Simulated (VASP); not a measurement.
# ZrC (F-43m) in VASP: settings compared

The runs below take ZrC through single point, with r2SCAN-based global hybrid with 10 % exact exchange, r2SCAN-based global hybrid with 15 % exact exchange, r2SCAN-based global hybrid with 35 % exact exchange, r2SCAN-based global hybrid with 50 % exact exchange.

Program: VASP 6.6.1. These are calculated values, not measurements. Logs are shortened: lines on timing, memory, paths and dates and some standing lists are left out, and cuts for length are marked.

## 1. The cell of the first run

The structure is cubic, space group F-43m (No. 216). The conventional cell has a = 5.091 Å, b = 5.091 Å, c = 5.091 Å, α = 90.00°, β = 90.00°, γ = 90.00°. Within 2.9 Å of Zr (site symmetry -43m) lie 4 C at 2.20 Å. C (site symmetry -43m) has 4 Zr at 2.20 Å within 2.9 Å.

## 2. Single point, r2SCAN-based global hybrid with 10 % exact exchange

POSCAR

```
ZrC
1.0
    0.0000000000      2.5455200000      2.5455200000
    2.5455200000      0.0000000000      2.5455200000
    2.5455200000      2.5455200000      0.0000000000
Zr C
1 1
Direct
    0.5000000000      0.5000000000      0.5000000000
    0.7500000000      0.7500000000      0.7500000000
```

INCAR.step1

```
SYSTEM = ZrC
PREC = Accurate
ENCUT = 520
EDIFF = 1E-5
ISMEAR = -1
SIGMA = 0.05
LREAL = .False.
LASPH = .True.
NELM = 80
ALGO = Normal
ISIF = 2
LWAVE = .True.
GGA = PE
NBANDS = 15
```

INCAR.step2

```
SYSTEM = ZrC
PREC = Accurate
ENCUT = 520
EDIFF = 1E-6
ISMEAR = -1
SIGMA = 0.05
LREAL = .False.
LASPH = .True.
NELM = 80
ALGO = Normal
ISIF = 2
LWAVE = .False.
LCHARG = .True.
METAGGA = R2SCAN
LHFCALC = .True.
AEXX = 0.1
LMIXTAU = .True.
PRECFOCK = Normal
LELF = .True.
LVHAR = .True.
ISTART = 1
NBANDS = 15
```

KPOINTS

```
Automatic mesh
0
Gamma
  5 5 5
  0 0 0
```

Potentials or basis: VASP PAW PBE potentials, release 64 (Zr_sv, C).

Started as:

```
$ cat potpaw_PBE.64/Zr_sv/POTCAR potpaw_PBE.64/C/POTCAR > POTCAR
$ cp INCAR.step1 INCAR
$ mpirun -np 1 vasp_std > vasp.out
$ cp INCAR.step2 INCAR
$ mpirun -np 1 vasp_std > vasp.out
```

OUTCAR:

```text
SYSTEM = ZrC
   PREC = Accurate
   ENCUT = 520
   EDIFF = 1E-6
   ISMEAR = -1
   LREAL = .False.
   LASPH = .True.
   NELM = 80
   ISIF = 2
   METAGGA = R2SCAN
   LHFCALC = .True.
   AEXX = 0.1
   PRECFOCK = Normal
   ISTART = 1

 ion  position               nearest neighbor table
   1  0.500  0.500  0.500-   2 2.20   2 2.20   2 2.20   2 2.20
   2  0.750  0.750  0.750-   1 2.20   1 2.20   1 2.20   1 2.20

  LATTYP: Found a face centered cubic cell.
 ALAT       =     5.0910400000

  Lattice vectors:

 A1 = (   0.0000000000,   2.5455200000,   2.5455200000)
 A2 = (   2.5455200000,   0.0000000000,   2.5455200000)
 A3 = (   2.5455200000,   2.5455200000,   0.0000000000)

Analysis of symmetry for initial positions (statically):
=====================================================================
 Subroutine PRICEL returns:
 Original cell was already a primitive cell.

 Routine SETGRP: Setting up the symmetry group for a
 face centered cubic supercell.

 Subroutine GETGRP returns: Found 24 space group operations
 (whereof 24 operations were pure point group operations)
 out of a pool of 48 trial point group operations.

The static configuration has the point symmetry T_d .

Analysis of symmetry for dynamics (positions and initial velocities):
=====================================================================
 Subroutine PRICEL returns:
 Original cell was already a primitive cell.

 Routine SETGRP: Setting up the symmetry group for a
 face centered cubic supercell.

 Subroutine GETGRP returns: Found 24 space group operations
 (whereof 24 operations were pure point group operations)
 out of a pool of 48 trial point group operations.

The dynamic configuration has the point symmetry T_d .

 Subroutine INISYM returns: Found 24 space group operations
 (whereof 24 operations are pure point group operations),
 and found     1 'primitive' translations

----------------------------------------------------------------------------------------

                                     Primitive cell

  volume of cell :      32.9883

  direct lattice vectors                    reciprocal lattice vectors
     0.000000000  2.545520000  2.545520000    -0.196423521  0.196423521  0.196423521
     2.545520000  0.000000000  2.545520000     0.196423521 -0.196423521  0.196423521
     2.545520000  2.545520000  0.000000000     0.196423521  0.196423521 -0.196423521

  length of vectors
     3.599908907  3.599908907  3.599908907     0.340215517  0.340215517  0.340215517

  position of ions in fractional coordinates (direct lattice)
     0.500000000  0.500000000  0.500000000
     0.750000000  0.750000000  0.750000000

  ion indices of the primitive-cell ions
   primitive index   ion index
                 1           1
                 2           2

----------------------------------------------------------------------------------------

 KPOINTS: Automatic mesh

Automatic generation of k-mesh.
 Grid dimensions read from file:
 generate k-points for:    5    5    5

 Generating k-lattice:

  Cartesian coordinates                     Fractional coordinates (reciprocal lattice)
    -0.039284704  0.039284704  0.039284704     0.200000000  0.000000000  0.000000000
     0.039284704 -0.039284704  0.039284704     0.000000000  0.200000000  0.000000000
     0.039284704  0.039284704 -0.039284704     0.000000000  0.000000000  0.200000000

  Length of vectors
     0.068043103  0.068043103  0.068043103

  Shift w.r.t. Gamma in fractional coordinates (k-lattice)
     0.000000000  0.000000000  0.000000000

 Subroutine IBZKPT returns following result:
 ===========================================

 Found     10 irreducible k-points:

 Following reciprocal coordinates:
            Coordinates               Weight
  0.000000  0.000000  0.000000      1.000000
  0.200000  0.000000  0.000000      8.000000
  0.400000  0.000000  0.000000      8.000000
  0.200000  0.200000  0.000000      6.000000
  0.400000  0.200000  0.000000     24.000000
 -0.400000  0.200000  0.000000     24.000000
 -0.200000  0.200000  0.000000     12.000000
  0.400000  0.400000  0.000000      6.000000
 -0.400000  0.400000  0.000000     12.000000
 -0.400000  0.400000  0.200000     24.000000
   k-points           NKPTS =     10   k-points in BZ     NKDIM =    125   number of bands    NBANDS=     15
   number of dos      NEDOS =    301   number of ions     NIONS =      2
   total plane-waves  NPLWV =  21952
   dimension x,y,z NGX =    28 NGY =   28 NGZ =   28
   dimension x,y,z NGXF=    56 NGYF=   56 NGZF=   56
   ions per type =               1   1
   NGX,Y,Z   is equivalent  to a cutoff of  12.93, 12.93, 12.93 a.u.
   NGXF,Y,Z  is equivalent  to a cutoff of  25.86, 25.86, 25.86 a.u.
 SYSTEM =  ZrC
   PREC   = accura    normal or accurate (medium, high low for compatibility)
   ISTART =      1    job   : 0-new  1-cont  2-samecut
   ICHARG =      0    charge: 1-file 2-atom 10-const
   ISPIN  =      1    spin polarized calculation?
   LNONCOLLINEAR =      F non collinear calculations
   LSORBIT =      F    spin-orbit coupling
   LASPH  =      T    aspherical Exc in radial PAW
   ENCUT  =  520.0 eV  38.22 Ry    6.18 a.u.   6.69  6.69  6.69*2*pi/ulx,y,z
   NELM   =     80;   NELMIN=  2; NELMDL=  0     # of ELM steps
   EDIFF  = 0.1E-05   stopping-criterion for ELM
   LREAL  =      F    real-space projection
   EDIFFG = 0.1E-04   stopping-criterion for IOM
   NSW    =      0    number of steps for IOM
   IBRION =     -1    ionic relax: 0-MD 1-quasi-New 2-CG
   NFREE  =      0    steps in history (QN), initial steepest desc. (CG)
   ISIF   =      2    stress and relaxation
   ISYM   =      3    0-nonsym 1-usesym 2-fastsym
   POTIM  = 0.5000    time-step for ionic-motion
   TEBEG  =    0.0;   TEEND  =   0.0 temperature during run
   PSTRESS=    0.0 pullay stress
   NELECT =      16.0000    total number of electrons
   NUPDOWN=      -1.0000    fix difference up-down
   EMIN   =  10.00;   EMAX   =-10.00  energy-range for DOS
   EFERMI =   0.00;   METHOD = LEGACY
   ISMEAR =    -1;   SIGMA  =   0.05  broadening in eV -4-tet -1-fermi 0-gaus
   EFERMI_NEDOS =   21; number of points for ismear=-14 and -15
   IALGO  =     38    algorithm
   IMIX   =      1    mixing-type and parameters
     AMIX     =   0.40;   BMIX     =  1.00
     AMIX_MAG =   1.60;   BMIX_MAG =  1.00
  volume/ion in A,a.u.               =      16.49       111.31
  Fermi-wavevector in a.u.,A,eV,Ry     =   1.286259  2.430676 22.510313  1.654461
  Thomas-Fermi vector in A             =   2.418344
   LORBIT       =      0    0 simple, 1 ext, 2 COOP (PROOUT), +10 PAW based schemes
   METAGGA = R2SCAN    functional components
   LHFCALC =     T    Hartree Fock is set to
   PRECFOCK=normal    Normal, Fast or Accurate (Low or Medium for compatibility)
   ENCUT4O =  -1.0   cutoff for four orbital integrals eV
   NKREDX  =     1    reduce k-point grid by
   NKREDY  =     1    reduce k-point grid by
   NKREDZ  =     1    reduce k-point grid by
   AEXX    =    0.1000 exact exchange contribution
   HFSCREEN=    0.0000 screening length (either q_TF or 0.3 A-1)
   HFSCREENC=   0.0000 screening length for correlation (either q_TF or 0.3 A-1)
   ENCUTFOCK=  -1.0 apply spherical cutoff to Coloumb kernel
   IVDW    =     0    specifies the selected vdW correction
   LEPSILON=     F    determine dielectric tensor
   LRPA    =     F    only Hartree local field effects (RPA)
 non-spin polarized calculation
  energy-cutoff  :      520.00
  volume of cell :       32.99
 maximum number of plane-waves:       899
  NGX = 24; NGY = 24; NGZ = 24

 number of electron      16.0000001 magnetization

 Free energy of the ion-electron system (eV)
  ---------------------------------------------------
  ext. energy  EPLUGINS =         0.00000000
  ---------------------------------------------------
  free energy    TOTEN  =       -33.75796407 eV

  energy without entropy =      -33.75796397  energy(sigma->0) =      -33.75796402

 E-fermi :   6.6824     XC(G=0): -10.3028

 val. band max:        5.8876016749   @ k =  -0.4000   0.4000   0.0000
 cond. band min:       7.4307364479   @ k =  -0.4000   0.4000   0.0000
 fundamental gap:      1.5431347731
 Fermi energy:         6.6823902802

 k-point     1 :       0.0000    0.0000    0.0000
  band No.  band energies     occupation
      1     -44.5338      2.00000
      2     -21.2596      2.00000
      3     -21.2596      2.00000
      4     -21.2596      2.00000
      5      -4.6761      2.00000
      6       3.7203      2.00000
      7       3.7203      2.00000
      8       3.7203      2.00000
      9      10.2782      0.00000
     10      10.2782      0.00000
     11      10.5506      0.00000
     12      15.8695      0.00000
     13      15.8695      0.00000
     14      15.8695      0.00000
     15      21.9564      0.00000

 k-point     2 :       0.2000    0.0000    0.0000
  band No.  band energies     occupation
      1     -44.5190      2.00000
      2     -21.4310      2.00000
      3     -21.2836      2.00000
      4     -21.2836      2.00000
      5      -4.1815      2.00000
      6       3.3120      2.00000
      7       4.0238      2.00000
      8       4.0238      2.00000
      9       9.9916      0.00000
     10       9.9916      0.00000
     11      11.9232      0.00000
     12      15.1802      0.00000
     13      16.1732      0.00000
     14      16.1732      0.00000
     15      18.2324      0.00000
[... 113 lines left out ...]
      3     -21.4973      2.00000
      4     -21.4102      2.00000
      5      -2.9451      2.00000
      6       2.8437      2.00000
      7       5.8066      2.00000
      8       5.8876      2.00000
      9       7.4307      0.00000
     10      10.9276      0.00000
     11      11.2813      0.00000
     12      13.4518      0.00000
     13      13.7742      0.00000
     14      19.1835      0.00000
     15      20.4856      0.00000

 k-point    10 :      -0.4000    0.4000    0.2000
  band No.  band energies     occupation
      1     -44.4800      2.00000
      2     -21.6474      2.00000
      3     -21.4994      2.00000
      4     -21.4043      2.00000
      5      -3.0154      2.00000
      6       3.3313      2.00000
      7       4.6125      2.00000
      8       5.8589      2.00000
      9       8.0240      0.00000
     10      10.2277      0.00000
     11      11.8472      0.00000
     12      13.4077      0.00000
     13      14.8770      0.00000
     14      18.3095      0.00000
     15      19.2093      0.00000

------------------------ aborting loop because EDIFF is reached ----------------------------------------

  FORCE on cell =-STRESS in cart. coord.  units (eV):
  Direction    XX          YY          ZZ          XY          YZ          ZX
  --------------------------------------------------------------------------------------
  -------------------------------------------------------------------------------------
  Total       -0.0554643     -0.0554643     -0.0554643      0.0000000      0.0000000      0.0000000
  in kB       -2.6937954     -2.6937954     -2.6937954      0.0000000      0.0000000      0.0000000
  external PRESSURE =      -2.6937954 kB  Pullay stress =       0.0000000 kB

 VOLUME and BASIS-vectors are now :
 -----------------------------------------------------------------------------
  energy-cutoff  :      520.00
  volume of cell :       32.99
      direct lattice vectors                 reciprocal lattice vectors
     0.000000000  2.545520000  2.545520000    -0.196423521  0.196423521  0.196423521
     2.545520000  0.000000000  2.545520000     0.196423521 -0.196423521  0.196423521
     2.545520000  2.545520000  0.000000000     0.196423521  0.196423521 -0.196423521

 POSITION                                       TOTAL-FORCE (eV/Angst)
 -----------------------------------------------------------------------------------
      2.54552      2.54552      2.54552        -0.000000     -0.000000     -0.000000
      3.81828      3.81828      3.81828         0.000000      0.000000      0.000000
 -----------------------------------------------------------------------------------
    total drift:                                0.000001     -0.000000      0.000001

  FREE ENERGIE OF THE ION-ELECTRON SYSTEM (eV)
  ---------------------------------------------------
  free  energy   TOTEN  =       -33.7579640709 eV

  energy  without entropy=      -33.7579639671  energy(sigma->0) =      -33.75796402
```

Run time: 24 min. Hardware: 1 thread of Intel Xeon 8259CL, shared host; peak memory 0.18 GiB.

What came out:

```yaml
Free_energy: -33.7580 eV
Pressure: -0.3 GPa
Band_gap_on_the_k_mesh: 1.54 eV
```

Caveat: the k points lie up to 0.43 Å⁻¹ apart; the PAW data sets were made with another functional, which shifts forces and pressure a little; an odd mesh through Γ misses points on the zone boundary, where band edges can lie.

## 3. Single point, r2SCAN-based global hybrid with 15 % exact exchange

POSCAR is that of step 2.

INCAR.step1

```
SYSTEM = ZrC
  PREC = Accurate
  ENCUT = 520
  EDIFF = 1E-5
  ISMEAR = -1
  SIGMA = 0.05
  LREAL = .FALSE.
  LASPH = .TRUE.
  NELM = 60
  ALGO = Normal
  ISIF = 2
  LWAVE = .TRUE.
  LCHARG = .FALSE.
  NBANDS = 15
  GGA = PE
```

INCAR.step2

```
SYSTEM = ZrC
  PREC = Accurate
  ENCUT = 520
  EDIFF = 1E-6
  ISMEAR = -1
  SIGMA = 0.05
  LREAL = .FALSE.
  LASPH = .TRUE.
  NELM = 60
  ALGO = Normal
  ISIF = 2
  LWAVE = .FALSE.
  LCHARG = .FALSE.
  METAGGA = R2SCAN
  LHFCALC = .TRUE.
  AEXX = 0.15
  LMIXTAU = .TRUE.
  PRECFOCK = Normal
  NBANDS = 15
  ISTART = 1
```

KPOINTS

```
Automatic mesh
0
G
  5 5 5
  0 0 0
```

Potentials or basis: VASP PAW PBE potentials, release 64 (Zr_sv, C).

Started as:

```
$ cat potpaw_PBE.64/Zr_sv/POTCAR potpaw_PBE.64/C/POTCAR > POTCAR
$ cp INCAR.step1 INCAR
$ mpirun -np 1 vasp_std > vasp.out
$ cp INCAR.step2 INCAR
$ mpirun -np 1 vasp_std > vasp.out
```

OUTCAR:

```text
SYSTEM = ZrC
   PREC = Accurate
   ENCUT = 520
   EDIFF = 1E-6
   ISMEAR = -1
   LREAL = .FALSE.
   LASPH = .TRUE.
   NELM = 60
   ISIF = 2
   METAGGA = R2SCAN
   LHFCALC = .TRUE.
   AEXX = 0.15
   PRECFOCK = Normal
   ISTART = 1

 ion  position               nearest neighbor table
   1  0.500  0.500  0.500-   2 2.20   2 2.20   2 2.20   2 2.20
   2  0.750  0.750  0.750-   1 2.20   1 2.20   1 2.20   1 2.20

  LATTYP: Found a face centered cubic cell.
 ALAT       =     5.0910400000

[... 358 lines left out ...]

------------------------ aborting loop because EDIFF is reached ----------------------------------------

  FORCE on cell =-STRESS in cart. coord.  units (eV):
  Direction    XX          YY          ZZ          XY          YZ          ZX
  --------------------------------------------------------------------------------------
  -------------------------------------------------------------------------------------
  Total       -0.1183871     -0.1183871     -0.1183871      0.0000000      0.0000000     -0.0000000
  in kB       -5.7498366     -5.7498366     -5.7498366      0.0000000      0.0000000     -0.0000000
  external PRESSURE =      -5.7498366 kB  Pullay stress =       0.0000000 kB

 VOLUME and BASIS-vectors are now :
 -----------------------------------------------------------------------------
  energy-cutoff  :      520.00
  volume of cell :       32.99
      direct lattice vectors                 reciprocal lattice vectors
     0.000000000  2.545520000  2.545520000    -0.196423521  0.196423521  0.196423521
     2.545520000  0.000000000  2.545520000     0.196423521 -0.196423521  0.196423521
     2.545520000  2.545520000  0.000000000     0.196423521  0.196423521 -0.196423521

 POSITION                                       TOTAL-FORCE (eV/Angst)
 -----------------------------------------------------------------------------------
      2.54552      2.54552      2.54552         0.000000     -0.000000      0.000000
      3.81828      3.81828      3.81828        -0.000000      0.000000     -0.000000
 -----------------------------------------------------------------------------------
    total drift:                                0.000001     -0.000000      0.000001

  FREE ENERGIE OF THE ION-ELECTRON SYSTEM (eV)
  ---------------------------------------------------
  free  energy   TOTEN  =       -33.8955946881 eV

  energy  without entropy=      -33.8955946797  energy(sigma->0) =      -33.89559468
```

OUTCAR.step1:

```text
SYSTEM = ZrC
   PREC = Accurate
   ENCUT = 520
   EDIFF = 1E-5
   ISMEAR = -1
   LREAL = .FALSE.
[... 384 lines left out ...]
      2.54552      2.54552      2.54552         0.000000     -0.000000     -0.000000
      3.81828      3.81828      3.81828        -0.000000      0.000000      0.000000
 -----------------------------------------------------------------------------------
    total drift:                                0.000000      0.000000      0.000000

  FREE ENERGIE OF THE ION-ELECTRON SYSTEM (eV)
  ---------------------------------------------------
  free  energy   TOTEN  =       -18.2074313296 eV

  energy  without entropy=      -18.2072958013  energy(sigma->0) =      -18.20736357
```

Wall time 22 min (1 thread of Intel Xeon 8259CL, shared host); peak memory 0.18 GiB.

What came out:

```yaml
Free_energy: -33.8956 eV
Pressure: -0.6 GPa
Band_gap_on_the_k_mesh: 1.81 eV
```

Caveat: the k points lie up to 0.43 Å⁻¹ apart; the PAW data sets were made with another functional, which shifts forces and pressure a little; an odd mesh through Γ misses points on the zone boundary, where band edges can lie.

(Continued in part 2 of 2.)
